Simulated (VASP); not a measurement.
Wanted: the native input for a VASP 6.6.1 run.

```
Task                   : single point
Functional             : PBEsol
Potentials or basis    : VASP PAW PBE potentials, release 64 (W_sv)
Cutoff                 : 520 eV
k mesh                 : 8 × 8 × 8
Occupations            : gaussian, width 0.15 eV
Spin                   : no spin polarisation
Dipole correction      : no
Further INCAR settings : ALGO = Fast; EDIFF = 1e-06; NBANDS = 66
```

The structure of W lies in POSCAR:

```
W
1.0
    5.0320434148      0.0000000000      0.0000000000
    0.0000000000      5.0320434148      0.0000000000
    0.0000000000      0.0000000000      4.6294799416
W
8
Direct
    0.0000000000      0.0000000000      0.0000000000
    0.5000000000      0.5000000000      0.5000000000
    0.0000000000      0.5000000000      0.2500000000
    0.0000000000      0.5000000000      0.7500000000
    0.2500000000      0.0000000000      0.5000000000
    0.7500000000      0.0000000000      0.5000000000
    0.5000000000      0.7500000000      0.0000000000
    0.5000000000      0.2500000000      0.0000000000
```

This cell differs from its parent crystal: strain +0.000 along x and y, -0.080 along z.

The input as run:

INCAR

```
SYSTEM = W
ALGO = Fast ; EDIFF = 1E-6
ENCUT = 520 ; GGA = PS
ISIF = 2 ; ISMEAR = 0
LASPH = .TRUE. ; LCHARG = .FALSE.
LREAL = .FALSE. ; LWAVE = .FALSE.
NBANDS = 66 ; NELM = 60
PREC = Accurate ; SIGMA = 0.15
```

KPOINTS

```
k-points
0
G
  8 8 8
  0 0 0
```

Potentials or basis: VASP PAW PBE potentials, release 64 (W_sv).

Launch:

```sh
$ cat potpaw_PBE.64/W_sv/POTCAR > POTCAR
$ mpirun -np 1 vasp_std > vasp.out
```

It gave:

```json
{
  "Pressure": "35.6 GPa",
  "Largest force": "0.259 eV/Å",
  "Band gap on the k mesh": "zero (bands 56 and 57 overlap by 1.22 eV)"
}
```

Caveat: the cell differs from its parent crystal (strain +0.000 along x and y, -0.080 along z); the cell stands under pressure; the PAW data sets were made with another functional, which shifts forces and pressure a little; spin-orbit coupling is left out, which moves the levels of the heavy elements.

Run time: 5.6 min on 1 thread of Intel(R) Xeon(R) 6975P-C (Granite Rapids), with other jobs on the host, peak memory 0.49 GiB.
